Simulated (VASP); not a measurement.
# Sb (P6_3/mmc) in VASP: notebook

Sb is run at these levels: PBEsol; tasks: single point, relaxation of cell and atoms.

Everything below comes from runs of VASP 6.6.1. Logs are shortened: lines on timing, memory, paths and dates and some standing lists are left out, and cuts for length are marked.

## (1) The cell of the first run

The structure is hexagonal, space group P6_3/mmc (No. 194). The conventional cell has a = 3.374 Å, b = 3.374 Å, c = 5.291 Å, α = 90.00°, β = 90.00°, γ = 120.00°. Within 4.3 Å of Sb (site symmetry -6m2) lie 12 Sb at 3.29 to 3.37 Å.

## (2) Single point, PBEsol

Input file INCAR:

```
PREC = Accurate
ENCUT = 520
EDIFF = 1E-6
ISMEAR = 1
SIGMA = 0.05
LREAL = False
LASPH = True
NELM = 100
ALGO = Normal
ISIF = 2
LWAVE = False
LCHARG = True
GGA = PS
LELF = True
LVHAR = True
NBANDS = 12
```

Input file KPOINTS:

```
Automatic mesh
0
Gamma
  16 16 9
```

Input file POSCAR:

```
Sb
1.0
    3.3740749094      0.0000000000      0.0000000000
   -1.6870374547      2.9220345858      0.0000000000
    0.0000000000      0.0000000000      5.2907742029
Sb
2
Direct
    0.3333333333      0.6666666667      0.2500000000
    0.6666666667      0.3333333333      0.7500000000
```

Potentials or basis: VASP PAW PBE potentials, release 64 (Sb).

Started as:

```bash
$ cat potpaw_PBE.64/Sb/POTCAR > POTCAR
$ mpirun -np 1 vasp_std > vasp.out
```

OUTCAR:

```text
PREC = Accurate
   ENCUT = 520
   EDIFF = 1E-6
   ISMEAR = 1
   LREAL = False
   LASPH = True
   NELM = 100
   ISIF = 2
   GGA = PS

 ion  position               nearest neighbor table
   1  0.333  0.667  0.250-   2 3.29   2 3.29   2 3.29   2 3.29   2 3.29   2 3.29
   2  0.667  0.333  0.750-   1 3.29   1 3.29   1 3.29   1 3.29   1 3.29   1 3.29

  LATTYP: Found a hexagonal cell.
 ALAT       =     3.3740749094
 C/A-ratio  =     1.5680666094

  Lattice vectors:

 A1 = (   3.3740749094,   0.0000000000,   0.0000000000)
 A2 = (  -1.6870374547,   2.9220345858,   0.0000000000)
 A3 = (   0.0000000000,   0.0000000000,   5.2907742029)

Analysis of symmetry for initial positions (statically):
=====================================================================
 Subroutine PRICEL returns:
 Original cell was already a primitive cell.

 Routine SETGRP: Setting up the symmetry group for a
 hexagonal supercell.

 Subroutine GETGRP returns: Found 24 space group operations
 (whereof 12 operations were pure point group operations)
 out of a pool of 24 trial point group operations.

The static configuration has the point symmetry D_3d.
 The point group associated with its full space group is D_6h.

Analysis of symmetry for dynamics (positions and initial velocities):
=====================================================================
 Subroutine PRICEL returns:
 Original cell was already a primitive cell.

 Routine SETGRP: Setting up the symmetry group for a
 hexagonal supercell.

 Subroutine GETGRP returns: Found 24 space group operations
 (whereof 12 operations were pure point group operations)
 out of a pool of 24 trial point group operations.

The dynamic configuration has the point symmetry D_3d.
 The point group associated with its full space group is D_6h.

 Subroutine INISYM returns: Found 24 space group operations
 (whereof 12 operations are pure point group operations),
 and found     1 'primitive' translations

----------------------------------------------------------------------------------------

                                     Primitive cell

  volume of cell :      52.1626

  direct lattice vectors                    reciprocal lattice vectors
     3.374074909  0.000000000  0.000000000     0.296377534  0.171113649  0.000000000
    -1.687037455  2.922034586  0.000000000     0.000000000  0.342227298  0.000000000
     0.000000000  0.000000000  5.290774203     0.000000000  0.000000000  0.189008255

  length of vectors
[... 85 lines left out ...]
   NSW    =      0    number of steps for IOM
   IBRION =     -1    ionic relax: 0-MD 1-quasi-New 2-CG
   NFREE  =      0    steps in history (QN), initial steepest desc. (CG)
   ISIF   =      2    stress and relaxation
   ISYM   =      2    0-nonsym 1-usesym 2-fastsym
   POTIM  = 0.5000    time-step for ionic-motion
   TEBEG  =    0.0;   TEEND  =   0.0 temperature during run
   PSTRESS=    0.0 pullay stress
   NELECT =      10.0000    total number of electrons
   NUPDOWN=      -1.0000    fix difference up-down
   EMIN   =  10.00;   EMAX   =-10.00  energy-range for DOS
   EFERMI =   0.00;   METHOD = LEGACY
   ISMEAR =     1;   SIGMA  =   0.05  broadening in eV -4-tet -1-fermi 0-gaus
   EFERMI_NEDOS =   21; number of points for ismear=-14 and -15
   IALGO  =     38    algorithm
   IMIX   =      4    mixing-type and parameters
     AMIX     =   0.40;   BMIX     =  1.00
     AMIX_MAG =   1.60;   BMIX_MAG =  1.00
  volume/ion in A,a.u.               =      26.08       176.01
  Fermi-wavevector in a.u.,A,eV,Ry     =   0.943963  1.783832 12.123696  0.891067
  Thomas-Fermi vector in A             =   2.071722
   LORBIT       =      0    0 simple, 1 ext, 2 COOP (PROOUT), +10 PAW based schemes
   GGA     = PS    functional components
   LHFCALC =     F    Hartree Fock is set to
   AEXX    =    0.0000 exact exchange contribution
   IVDW    =     0    specifies the selected vdW correction
   LEPSILON=     F    determine dielectric tensor
   LRPA    =     F    only Hartree local field effects (RPA)
 non-spin polarized calculation
 Methfessel and Paxton  Order N= 1 SIGMA  =   0.05
  energy-cutoff  :      520.00
  volume of cell :       52.16
 maximum number of plane-waves:      1424
 NGX is ok and might be reduce to    28
   NGX = 13   NGY = 13   NGZ = 19

 number of electron      10.0000001 magnetization

 Free energy of the ion-electron system (eV)
  ---------------------------------------------------
  ext. energy  EPLUGINS =         0.00000000
  ---------------------------------------------------
  free energy    TOTEN  =        -8.67703183 eV

  energy without entropy =       -8.67682860  energy(sigma->0) =       -8.67696409

 E-fermi :   8.8263     XC(G=0): -10.4703

 val. band max:        8.8248719893   @ k =   0.2500   0.1250   0.3333
 cond. band min:       8.8382992045   @ k =   0.3750   0.2500   0.0000
 fundamental gap:      0.0134272152
 Fermi energy:         8.8263345584

 k-point     1 :       0.0000    0.0000    0.0000
  band No.  band energies     occupation
      1      -4.4010      2.00000
      2      -0.0525      2.00000
      3       2.8380      2.00000
      4      12.0518      0.00000
      5      12.0518      0.00000
      6      13.8961      0.00000
      7      13.8961      0.00000
      8      15.0195      0.00000
      9      16.1206      0.00000
     10      17.5749      0.00000
     11      18.7068      0.00000
     12      18.7068      0.00000
[... 331 lines left out ...]
 k-point    24 :       0.2500    0.1875    0.0000
  band No.  band energies     occupation
      1      -1.9449      2.00000
      2       1.4400      2.00000
      3       5.2954      2.00000
      4       5.3708      2.00000
      5       6.2160      2.00000
      6       9.0609     -0.00000
      7      10.4809      0.00000
      8      10.4851      0.00000
      9      14.1384      0.00000
     10      16.8760      0.00000
     11      18.7672      0.00000
     12      20.1768      0.00000

 [... further k-points ...]
[... 5 lines left out ...]
  --------------------------------------------------------------------------------------
  -------------------------------------------------------------------------------------
  Total       -0.0118128     -0.0118128      0.0217092      0.0000000      0.0000000      0.0000000
  in kB       -0.3628308     -0.3628308      0.6667991      0.0000000      0.0000000      0.0000000
  external PRESSURE =      -0.0196209 kB  Pullay stress =       0.0000000 kB

 VOLUME and BASIS-vectors are now :
 -----------------------------------------------------------------------------
  energy-cutoff  :      520.00
  volume of cell :       52.16
      direct lattice vectors                 reciprocal lattice vectors
     3.374074909  0.000000000  0.000000000     0.296377534  0.171113649  0.000000000
    -1.687037455  2.922034586  0.000000000     0.000000000  0.342227298  0.000000000
     0.000000000  0.000000000  5.290774203     0.000000000  0.000000000  0.189008255

 POSITION                                       TOTAL-FORCE (eV/Angst)
 -----------------------------------------------------------------------------------
     -0.00000      1.94802      1.32269         0.000000     -0.000000      0.000000
      1.68704      0.97401      3.96808        -0.000000      0.000000      0.000000
 -----------------------------------------------------------------------------------
    total drift:                               -0.000000      0.000000      0.000000

  FREE ENERGIE OF THE ION-ELECTRON SYSTEM (eV)
  ---------------------------------------------------
  free  energy   TOTEN  =        -8.6770318330 eV

  energy  without entropy=       -8.6768286001  energy(sigma->0) =       -8.67696409
```

stdout:

```text
POSCAR found type information on POSCAR Sb
 POSCAR found :  1 types and       2 ions
 scaLAPACK will be used
 -----------------------------------------------------------------------------
|                                                                             |
|                                                                             |
|     You enforced a specific xc type in the INCAR file but a different       |
|     I HOPE YOU KNOW WHAT YOU ARE DOING!                                     |
|                                                                             |
 -----------------------------------------------------------------------------

 LDA part: xc-table for (Slater+PW92), standard interpolation
 POSCAR, INCAR and KPOINTS ok, starting setup
 FFT: planning ... GRIDC
 FFT: planning ... GRID_SOFT
 FFT: planning ... GRID
 WAVECAR not read
 entering main loop
```

Wall time 41 s (1 thread of Intel Xeon Platinum 8488C (Sapphire Rapids), shared host); peak memory 0.23 GiB.

Results:

```
Free energy            : -8.6770 eV
Pressure               : 0.0 GPa
Band gap on the k mesh : zero (band 5 reaches 12.81 eV, above the bottom of band 6 at 5.90 eV)
```

Stress tensor (GPa, compression positive):
```
-0.04  0.00  0.00
 0.00 -0.04  0.00
 0.00  0.00  0.07
```

Caveat: the PAW data sets were made with another functional, which shifts forces and pressure a little; spin-orbit coupling is left out, which moves the levels of the heavy elements.

## (3) Relaxation of cell and atoms, PBEsol

This run uses another cell than the first one, of 25.11 Å³/atom, 0.963 times its volume.

Input file INCAR:

```
SYSTEM = Sb
PREC = Accurate
ENCUT = 600
EDIFF = 1E-7
ISMEAR = 1
SIGMA = 0.05
LREAL = .False.
LASPH = .True.
NELM = 60
ALGO = Normal
ISIF = 3
LWAVE = .False.
LCHARG = .False.
GGA = PS
IBRION = 2
NSW = 60
EDIFFG = -0.01
```

Input file KPOINTS:

```
Automatic mesh
0
Gamma
  16 16 9
  0 0 0
```

Input file POSCAR:

```
Sb
1.0
    3.3300000000      0.0000000000      0.0000000000
   -1.6650000000      2.8838645946      0.0000000000
    0.0000000000      0.0000000000      5.2300000000
Sb
2
Direct
    0.3333333333      0.6666666667      0.2500000000
    0.6666666667      0.3333333333      0.7500000000
```

Potentials or basis: VASP PAW PBE potentials, release 64 (Sb).

Started as:

```bash
$ cat potpaw_PBE.64/Sb/POTCAR > POTCAR
$ mpirun -np 1 vasp_std > vasp.out
```

OUTCAR:

```text
SYSTEM = Sb
   PREC = Accurate
   ENCUT = 600
   EDIFF = 1E-7
   ISMEAR = 1
   LREAL = .False.
   LASPH = .True.
   NELM = 60
   ISIF = 3
   GGA = PS
   IBRION = 2
   NSW = 60
   EDIFFG = -0.01

 ion  position               nearest neighbor table
   1  0.333  0.667  0.250-   2 3.25   2 3.25   2 3.25   2 3.25   2 3.25   2 3.25
   2  0.667  0.333  0.750-   1 3.25   1 3.25   1 3.25   1 3.25   1 3.25   1 3.25

  LATTYP: Found a hexagonal cell.
 ALAT       =     3.3300000000
 C/A-ratio  =     1.5705705706

  Lattice vectors:

 A1 = (   3.3300000000,   0.0000000000,   0.0000000000)
 A2 = (  -1.6650000000,   2.8838645946,   0.0000000000)
 A3 = (   0.0000000000,   0.0000000000,   5.2300000000)

Analysis of symmetry for initial positions (statically):
=====================================================================
 Subroutine PRICEL returns:
 Original cell was already a primitive cell.

 Routine SETGRP: Setting up the symmetry group for a
 hexagonal supercell.

 Subroutine GETGRP returns: Found 24 space group operations
 (whereof 12 operations were pure point group operations)
 out of a pool of 24 trial point group operations.

The static configuration has the point symmetry D_3d.
 The point group associated with its full space group is D_6h.

Analysis of symmetry for dynamics (positions and initial velocities):
=====================================================================
 Subroutine PRICEL returns:
 Original cell was already a primitive cell.

 Routine SETGRP: Setting up the symmetry group for a
 hexagonal supercell.

 Subroutine GETGRP returns: Found 24 space group operations
 (whereof 12 operations were pure point group operations)
 out of a pool of 24 trial point group operations.

The dynamic configuration has the point symmetry D_3d.
 The point group associated with its full space group is D_6h.

 Subroutine INISYM returns: Found 24 space group operations
 (whereof 12 operations are pure point group operations),
[... 134 lines left out ...]
   NGX = 13   NGY = 13   NGZ = 21

--------------------------------------- Ionic step        1  -------------------------------------------

 number of electron      10.0000000 magnetization

 Free energy of the ion-electron system (eV)
  ---------------------------------------------------
  ext. energy  EPLUGINS =         0.00000000
  ---------------------------------------------------
  free energy    TOTEN  =        -8.66025580 eV

  energy without entropy =       -8.65998773  energy(sigma->0) =       -8.66016645

------------------------ aborting loop because EDIFF is reached ----------------------------------------

  FORCE on cell =-STRESS in cart. coord.  units (eV):
  Direction    XX          YY          ZZ          XY          YZ          ZX
  --------------------------------------------------------------------------------------
  -------------------------------------------------------------------------------------
  Total        0.9103704      0.9103704      0.8897911      0.0000000     -0.0000000      0.0000000
  in kB       29.0407576     29.0407576     28.3842795      0.0000000     -0.0000000      0.0000000
  external PRESSURE =      28.8219315 kB  Pullay stress =       0.0000000 kB
[... 59 lines left out ...]
--------------------------------------- Ionic step        3  -------------------------------------------

 number of electron      10.0000000 magnetization

 Free energy of the ion-electron system (eV)
  ---------------------------------------------------
  ext. energy  EPLUGINS =         0.00000000
  ---------------------------------------------------
  free energy    TOTEN  =        -8.67704049 eV

  energy without entropy =       -8.67690583  energy(sigma->0) =       -8.67699560

 E-fermi :   8.8265     XC(G=0): -10.4703

 val. band max:        8.8253837609   @ k =   0.2500   0.1250   0.3333
 cond. band min:       8.8303782026   @ k =   0.3750   0.2500   0.0000
 fundamental gap:      0.0049944417
 Fermi energy:         8.8264591170

 k-point     1 :       0.0000    0.0000    0.0000
  band No.  band energies     occupation
      1      -4.4010      2.00000
      2      -0.0659      2.00000
      3       2.8348      2.00000
      4      12.0662      0.00000
      5      12.0662      0.00000
      6      13.9054      0.00000
      7      13.9054      0.00000
      8      15.0019      0.00000
      9      16.1369      0.00000
[... 265 lines left out ...]
 k-point    24 :       0.2500    0.1875    0.0000
  band No.  band energies     occupation
      1      -1.9421      2.00000
      2       1.4371      2.00000
      3       5.2949      2.00000
      4       5.3699      2.00000
      5       6.2200      2.00000
      6       9.0561     -0.00000
      7      10.4755      0.00000
      8      10.4872      0.00000
      9      14.1382      0.00000

 [... further k-points ...]

------------------------ aborting loop because EDIFF is reached ----------------------------------------

  FORCE on cell =-STRESS in cart. coord.  units (eV):
  Direction    XX          YY          ZZ          XY          YZ          ZX
  --------------------------------------------------------------------------------------
  -------------------------------------------------------------------------------------
  Total       -0.0006581     -0.0006581      0.0068743      0.0000000      0.0000000      0.0000000
  in kB       -0.0202121     -0.0202121      0.2111431      0.0000000      0.0000000      0.0000000
  external PRESSURE =       0.0569063 kB  Pullay stress =       0.0000000 kB
[... 17 lines left out ...]
  FREE ENERGIE OF THE ION-ELECTRON SYSTEM (eV)
  ---------------------------------------------------
  free  energy   TOTEN  =        -8.6770404883 eV

  energy  without entropy=       -8.6769058315  energy(sigma->0) =       -8.67699560

 reached required accuracy - stopping structural energy minimisation
```

Wall time 3.7 min (1 thread of Intel Xeon 8259CL, shared host); peak memory 0.24 GiB.

Results:

```yaml
Free_energy: -8.6770 eV
Relaxed_volume: 26.08 Å³/atom
Relaxed_cell: a = 3.373 Å, b = 3.373 Å, c = 5.295 Å, α = 90.00°, β = 90.00°, γ = 120.00°
Space_group_after_relaxing_to_0.05_Å: P6_3/mmc (No. 194)
Energy_gained_by_relaxing: 8.4 meV/atom
Ionic_steps: 3
Pressure_after_relaxing: 0.0 GPa
Band_gap_on_the_k_mesh: zero (band 5 reaches 12.82 eV, above the bottom of band 6 at 5.90 eV)
```

The path:
```csv
step,energy change (eV),largest force (eV/Å),pressure (GPa),volume (Å³)
1,0.0000,0.0000,2.88,50.23
2,-0.0088,0.0000,-1.75,53.58
3,-0.0168,0.0000,0.01,52.16
```

Final structure:
```
Sb
1.0
     3.37262    0.00000    0.00000
    -1.68631    2.92077    0.00000
     0.00000    0.00000    5.29542
Sb
2
Cartesian
  0.0000 1.9472 1.3239
  1.6863 0.9736 3.9716
```

Levels at points of the mesh, in eV from the Fermi level:
| k point | band 1 | band 2 | band 3 | band 4 | band 5 | band 6 | band 7 | band 8 | band 9 |
| --- | --- | --- | --- | --- | --- | --- | --- | --- | --- |
| (0.00, 0.00, 0.00) | -13.23 | -8.89 | -5.99 | 3.24 | 3.24 | 5.08 | 5.08 | 6.18 | 7.31 |
| (0.50, 0.00, 0.00) | -9.66 | -8.26 | -4.23 | -2.87 | -2.45 | -0.23 | 0.04 | 3.80 | 4.15 |

Caveat: the PAW data sets were made with another functional, which shifts forces and pressure a little; spin-orbit coupling is left out, which moves the levels of the heavy elements.
